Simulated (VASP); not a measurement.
# W3O4 (Pm-3m) in VASP: further runs, part 2 of 2

VASP 6.6.1. Earlier steps stand in the parts before.

## 5. Relaxation of cell and atoms, PBE

This run uses another cell than the first one, of 11.21 Å³/atom.

INCAR

```
SYSTEM = W3O4
PREC = Accurate ; ENCUT = 600
EDIFF = 1E-7 ; ISMEAR = 0
SIGMA = 0.1 ; LREAL = .False.
LASPH = .True. ; NELM = 60
ALGO = Normal ; ISIF = 3
LWAVE = .False. ; LCHARG = .False.
GGA = PE ; IBRION = 2
NSW = 100 ; EDIFFG = -0.01
```

KPOINTS

```
regular mesh
0
Gamma
  10 10 10
  0 0 0
```

POSCAR

```
W3O4
1.0
    4.2817608731      0.0000000000      0.0000000000
    0.0000000000      4.2817608731      0.0000000000
    0.0000000000      0.0000000000      4.2817608731
W O
3 4
Direct
    0.5000000000      0.5000000000      0.0000000000
    0.0000000000      0.5000000000      0.5000000000
    0.5000000000      0.0000000000      0.5000000000
    0.5000000000      0.5000000000      0.5000000000
    0.5000000000      0.0000000000      0.0000000000
    0.0000000000      0.5000000000      0.0000000000
    0.0000000000      0.0000000000      0.5000000000
```

Potentials or basis: VASP PAW PBE potentials, release 64 (W_sv, O).

On the command line:

```console
cat potpaw_PBE.64/W_sv/POTCAR potpaw_PBE.64/O/POTCAR > POTCAR
mpirun -np 1 vasp_std > vasp.out
```

OUTCAR:

```text
SYSTEM = W3O4
   PREC = Accurate
   ENCUT = 600
   EDIFF = 1E-7
   ISMEAR = 0
   LREAL = .False.
   LASPH = .True.
   NELM = 60
   ISIF = 3
   GGA = PE
   IBRION = 2
   NSW = 100
   EDIFFG = -0.01

 ion  position               nearest neighbor table
   1  0.500  0.500  0.000-   4 2.14   5 2.14   6 2.14   4 2.14   5 2.14   6 2.14   3 3.03   3 3.03
                             3 3.03   2 3.03   3 3.03   2 3.03   2 3.03   2 3.03
   2  0.000  0.500  0.500-   4 2.14   6 2.14   7 2.14   6 2.14   7 2.14   4 2.14   3 3.03   3 3.03
                             1 3.03   1 3.03   3 3.03   1 3.03   1 3.03   3 3.03
   3  0.500  0.000  0.500-   4 2.14   5 2.14   7 2.14   5 2.14   4 2.14   7 2.14   2 3.03   1 3.03
                             2 3.03   1 3.03   1 3.03   2 3.03   1 3.03   2 3.03
   4  0.500  0.500  0.500-   1 2.14   2 2.14   3 2.14   1 2.14   3 2.14   2 2.14
   5  0.500  0.000  0.000-   1 2.14   3 2.14   3 2.14   1 2.14
   6  0.000  0.500  0.000-   1 2.14   2 2.14   2 2.14   1 2.14
   7  0.000  0.000  0.500-   2 2.14   3 2.14   2 2.14   3 2.14

  LATTYP: Found a simple cubic cell.
 ALAT       =     4.2817608731

  Lattice vectors:

 A1 = (   4.2817608731,   0.0000000000,   0.0000000000)
 A2 = (   0.0000000000,   4.2817608731,   0.0000000000)
 A3 = (   0.0000000000,   0.0000000000,   4.2817608731)

Analysis of symmetry for initial positions (statically):
=====================================================================
 Subroutine PRICEL returns:
 Original cell was already a primitive cell.

 Routine SETGRP: Setting up the symmetry group for a
 simple cubic supercell.

 Subroutine GETGRP returns: Found 48 space group operations
 (whereof 48 operations were pure point group operations)
 out of a pool of 48 trial point group operations.

The static configuration has the point symmetry O_h .

Analysis of symmetry for dynamics (positions and initial velocities):
=====================================================================
 Subroutine PRICEL returns:
 Original cell was already a primitive cell.

 Routine SETGRP: Setting up the symmetry group for a
 simple cubic supercell.

 Subroutine GETGRP returns: Found 48 space group operations
 (whereof 48 operations were pure point group operations)
[... 139 lines left out ...]
   AEXX    =    0.0000 exact exchange contribution
   IVDW    =     0    specifies the selected vdW correction
   LEPSILON=     F    determine dielectric tensor
   LRPA    =     F    only Hartree local field effects (RPA)
 conjugate gradient relaxation of ions
 non-spin polarized calculation
 Gauss-broadening in eV      SIGMA  =   0.10
  energy-cutoff  :      600.00
  volume of cell :       78.50
 maximum number of plane-waves:      2642
 NGX is ok and might be reduce to    36
   NGX = 17   NGY = 17   NGZ = 17

--------------------------------------- Ionic step        1  -------------------------------------------

 number of electron      66.0000024 magnetization

 Free energy of the ion-electron system (eV)
  ---------------------------------------------------
  ext. energy  EPLUGINS =         0.00000000
  ---------------------------------------------------
  free energy    TOTEN  =       -61.73229411 eV

  energy without entropy =      -61.69272261  energy(sigma->0) =      -61.71250836

------------------------ aborting loop because EDIFF is reached ----------------------------------------

  FORCE on cell =-STRESS in cart. coord.  units (eV):
  Direction    XX          YY          ZZ          XY          YZ          ZX
  --------------------------------------------------------------------------------------
  -------------------------------------------------------------------------------------
  Total        0.9220916      0.9220916      0.9220916      0.0000000     -0.0000000      0.0000000
  in kB       18.8199041     18.8199041     18.8199041      0.0000000     -0.0000000      0.0000000
  external PRESSURE =      18.8199041 kB  Pullay stress =       0.0000000 kB
[... 28 lines left out ...]
--------------------------------------- Ionic step        2  -------------------------------------------

 number of electron      66.0000004 magnetization

 E-fermi :   9.9531     XC(G=0): -12.5198

 val. band max:        9.9498272900   @ k =   0.4000   0.2000   0.0000
 cond. band min:       9.9614093113   @ k =   0.3000   0.3000   0.0000
 fundamental gap:      0.0115820214
 Fermi energy:         9.9531223402

 k-point     1 :       0.0000    0.0000    0.0000
  band No.  band energies     occupation
      1     -65.8113      2.00000
      2     -65.7641      2.00000
      3     -65.7641      2.00000
      4     -30.3275      2.00000
      5     -30.3275      2.00000
      6     -30.3275      2.00000
[... 1039 lines left out ...]
--------------------------------------- Ionic step        3  -------------------------------------------

 number of electron      66.0000017 magnetization

 Free energy of the ion-electron system (eV)
  ---------------------------------------------------
  ext. energy  EPLUGINS =         0.00000000
  ---------------------------------------------------
  free energy    TOTEN  =       -61.73571559 eV

  energy without entropy =      -61.69561251  energy(sigma->0) =      -61.71566405

 E-fermi :  10.1311     XC(G=0): -12.5846

 val. band max:       10.1124787711   @ k =   0.5000   0.4000   0.1000
 cond. band min:      10.1426111201   @ k =   0.4000   0.2000   0.0000
 fundamental gap:      0.0301323490
 Fermi energy:        10.1310810704

 k-point     1 :       0.0000    0.0000    0.0000
  band No.  band energies     occupation
      1     -65.6376      2.00000
      2     -65.5875      2.00000
      3     -65.5875      2.00000
      4     -30.1760      2.00000
      5     -30.1760      2.00000
      6     -30.1760      2.00000
[... 1033 lines left out ...]
  FREE ENERGIE OF THE ION-ELECTRON SYSTEM (eV)
  ---------------------------------------------------
  free  energy   TOTEN  =       -61.7357155882 eV

  energy  without entropy=      -61.6956125097  energy(sigma->0) =      -61.71566405

 reached required accuracy - stopping structural energy minimisation
```

OSZICAR:

```text
N       E                     dE             d eps       ncg     rms          rms(c)
DAV:   1     0.898417379500E+03    0.89842E+03   -0.42156E+04  4416   0.212E+03
DAV:   2     0.717934086621E+01   -0.89124E+03   -0.86975E+03  4707   0.625E+02
DAV:   3    -0.668136258825E+02   -0.73993E+02   -0.71747E+02  5086   0.166E+02
DAV:   4    -0.698209348723E+02   -0.30073E+01   -0.28702E+01  5610   0.285E+01
[... 32 lines left out ...]
DAV:   6    -0.617357188158E+02    0.11635E-03   -0.58405E-04  5199   0.123E-01    0.230E-02
DAV:   7    -0.617357174885E+02    0.13273E-05   -0.31456E-05  5122   0.316E-02    0.919E-03
DAV:   8    -0.617357153275E+02    0.21611E-05   -0.30618E-06  5115   0.888E-03    0.697E-03
DAV:   9    -0.617357155102E+02   -0.18268E-06   -0.15812E-06  4926   0.760E-03    0.468E-04
DAV:  10    -0.617357155882E+02   -0.78010E-07   -0.32095E-08  2814   0.108E-03
   3 F= -.61735716E+02 E0= -.61715664E+02  d E =-.342148E-02
```

Wall time 9.8 min (1 thread of Intel Xeon Platinum 8259CL at 2.50GHz (Skylake/Cascade Lake), shared host); peak memory 0.31 GiB.

Results:

* Free energy: -61.7357 eV
* Relaxed volume: 11.30 Å³/atom
* Relaxed cell: a = 4.292 Å, b = 4.292 Å, c = 4.292 Å, α = 90.00°, β = 90.00°, γ = 90.00°
* Space group after relaxing (to 0.1 Å): Pm-3m (No. 221)
* Energy gained by relaxing: 0.5 meV/atom
* Ionic steps: 3
* Pressure after relaxing: 0.0 GPa
* Band gap on the k mesh: zero (bands 33 and 34 overlap by 1.60 eV)

The path:
```tsv
step	energy change (eV)	largest force (eV/Å)	pressure (GPa)	volume (Å³)
1	0.0000	0.0000	1.88	78.50
2	0.0047	0.0000	-2.80	80.01
3	-0.0034	0.0000	-0.01	79.09
```

Final structure:
```
W O
1.0
     4.29243    0.00000    0.00000
     0.00000    4.29243    0.00000
     0.00000    0.00000    4.29243
W O
3 4
Cartesian
  2.1462 2.1462 0.0000
  0.0000 2.1462 2.1462
  2.1462 0.0000 2.1462
  2.1462 2.1462 2.1462
  2.1462 0.0000 0.0000
  0.0000 2.1462 0.0000
  0.0000 0.0000 2.1462
```

Caveat: spin-orbit coupling is left out, which moves the levels of the heavy elements.

## 6. Overview

```tsv
task	spin	cell	k mesh	cutoff (eV)	gap on the mesh (eV)	pressure (GPa)	relaxed volume (Å³/atom)
single point	collinear, zero start	a = 4.149 Å, 7 atoms	4 × 4 × 4	520	none	32.2	-
relaxation of cell and atoms	off	relaxed from a = 4.149 Å, 7 atoms	4 × 4 × 4	600	none	-0.2	11.30
single point	off	a = 4.284 Å, 7 atoms	10 × 10 × 10	520	none	1.6	-
relaxation of cell and atoms	off	relaxed from a = 4.282 Å, 7 atoms	10 × 10 × 10	600	none	0.0	11.30
```

Alike in all rows: level PBE; potentials or basis VASP PAW PBE potentials, release 64 (W_sv, O); smearing gaussian 0.1 eV.

Caveats: some runs use coarse meshes; spin-orbit coupling is left out, which moves the levels of the heavy elements.

Total energies depend on the potentials used, so only differences within one code and one set of settings carry meaning.
